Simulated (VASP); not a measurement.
Set up this calculation in VASP 6.6.1, as the native input.

| Quantity | Value |
| --- | --- |
| Task | single point |
| Functional | LDA |
| Potentials or basis | VASP PAW LDA potentials, release 64 (Si) |
| Cutoff | 520 eV |
| k mesh | 12 × 12 × 6 |
| Occupations | gaussian, width 0.03 eV |
| Spin | no spin polarisation |
| Dipole correction | no |
| Further INCAR settings | ALGO = Normal; EDIFF = 1e-06; NBANDS = 16 |

The structure of Si lies in POSCAR:

```
Si
1.0
    3.5775365161      0.0000000000      0.0000000000
   -1.7887682581      3.0982375059      0.0000000000
    0.0000000000      0.0000000000      7.1014099845
Si
4
Direct
    0.3333333333      0.6666666667      0.0534951140
    0.6666666667      0.3333333333      0.5534951140
    0.3333333333      0.6666666667      0.4465048860
    0.6666666667      0.3333333333      0.9465048860
```

This isn't the form of Si at room conditions, which is diamond.

This cell differs from its parent crystal: atoms shifted along a free coordinate, c/a of the conventional cell at fixed volume 1.9850.

These files were run (other wordings do the same):

INCAR

```
SYSTEM = Si
PREC     = Accurate       ! precision mode
ENCUT    = 520            ! plane-wave cutoff, eV
EDIFF    = 1E-6           ! SCF threshold, eV
ISMEAR   = 0              ! smearing method
SIGMA    = 0.03           ! smearing width, eV
LREAL    = .FALSE.        ! projectors in reciprocal space
LASPH    = .TRUE.         ! aspherical terms in the spheres
NELM     = 80             ! most SCF steps
ALGO     = Normal         ! electronic algorithm
ISIF     = 2              ! what is computed and relaxed
LWAVE    = .FALSE.        ! write WAVECAR
LCHARG   = .FALSE.        ! write CHGCAR
GGA      = CA             ! functional
NBANDS   = 16             ! bands
```

KPOINTS

```
regular mesh
0
G
  12 12 6
  0 0 0
```

Potentials or basis: VASP PAW LDA potentials, release 64 (Si).

Command:

```sh
$ cat potpaw_LDA.64/Si/POTCAR > POTCAR
$ mpirun -np 1 vasp_std > vasp.out
```

Results of the run:

```json
{"Pressure": "8.5 GPa", "Largest force": "1.990 eV/Å", "Band gap on the k mesh": "zero (bands 8 and 9 overlap by 0.11 eV)"}
```

Caveat: the cell stands under pressure; semilocal functionals underestimate gaps, so a narrow gap can read as zero; forces of over 1 eV/Å act on the atoms, so gaps and moduli don't describe the material at rest.

Wall time 2.2 min on 1 thread of Intel Xeon 8259CL (shared host), peak memory 0.2 GiB.
